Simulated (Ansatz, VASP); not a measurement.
Zn in VASP and in Ansatz

```xyz
2
Lattice="2.6700 0.0000 0.0000 -1.3350 2.3123 0.0000 0.0000 0.0000 4.9660" Properties=species:S:1:pos:R:3 pbc="T T T"
Zn    0.0000    1.5415    1.2415
Zn    1.3350    0.7708    3.7245
```

Alike in both runs: task relaxation of cell and atoms; functional LDA; k mesh 20 × 20 × 10; occupations fermi-dirac, width 0.05 eV; no spin polarisation.

```csv
,VASP,Ansatz
version,VASP 6.6.1,Ansatz 0.2.0
potentials or method,"VASP PAW LDA potentials, release 64 (Zn)","PAW with Ansatz's default frozen-core files, scalar-relativistic"
plane-wave cutoff (eV),600,420
valence electrons in the cell,24,24
```

Ansatz gave:

* relaxed volume (Å³/atom): 13.42
* relaxed length of the cell vector where the two differ most in proportion (Å): 4.597

Task: What did VASP give for the same quantities?

Result: Relaxed volume (Å³/atom): 13.75; relaxed length of the cell vector where the two differ most in proportion (Å): 4.842.

LDA's correlation is that of Perdew and Zunger in VASP and of Perdew and Wang (1992) in Ansatz. One of these differences is far larger than is usual between the two programs; its cause wasn't traced.
